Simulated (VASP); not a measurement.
Input of a VASP 6.6.1 run:

Contents of INCAR:

```
SYSTEM = V4O
PREC = Accurate
ENCUT = 520
EDIFF = 1E-7
ISMEAR = 0
SIGMA = 0.1
LREAL = .False.
LASPH = .True.
NELM = 60
ALGO = Normal
ISIF = 2
LWAVE = .False.
LCHARG = .False.
LDIPOL = .True.
IDIPOL = 3
DIPOL = 0.5 0.5 0.341
GGA = PE
NBANDS = 37
```

KPOINTS

```
regular mesh
0
Gamma
  9 9 1
  0 0 0
```

POSCAR

```
V4O
1.0
    2.9971751491      0.0000000000      0.0000000000
    0.0000000000      2.9971751491      0.0000000000
    0.0000000000      0.0000000000     21.3333819395
V O
4 1
Direct
    0.5000000000      0.5000000000      0.1874995728
    0.0000000000      0.0000000000      0.2577457053
    0.5000000000      0.5000000000      0.3267158760
    0.0000000000      0.0000000000      0.3906263884
    0.5000000000      0.5000000000      0.5429697913
```

Potentials or basis: VASP PAW PBE potentials, release 64 (V_sv, O).

Launch:

```console
$ cat potpaw_PBE.64/V_sv/POTCAR potpaw_PBE.64/O/POTCAR > POTCAR
$ mpirun -np 1 vasp_std > vasp.out
```

Question: Estimate the largest force.

Answer: 1.185 eV/Å.

Question: Predict the band gap on the k mesh.

Answer: Zero (band 29 reaches -1.16 eV, above the bottom of band 30 at -1.53 eV).

Forces in eV/Å, atoms in the order of the input:
```
V    0.000  0.000  0.541
V    0.000  0.000 -0.597
V    0.000  0.000 -0.235
V    0.000  0.000  1.185
O    0.000  0.000 -0.894
```

Caveat: the run has no spin polarisation, though such a crystal can be magnetic. With open d or f shells a metallic result of PBE can be an artefact of self-interaction; +U or a hybrid may open a gap.
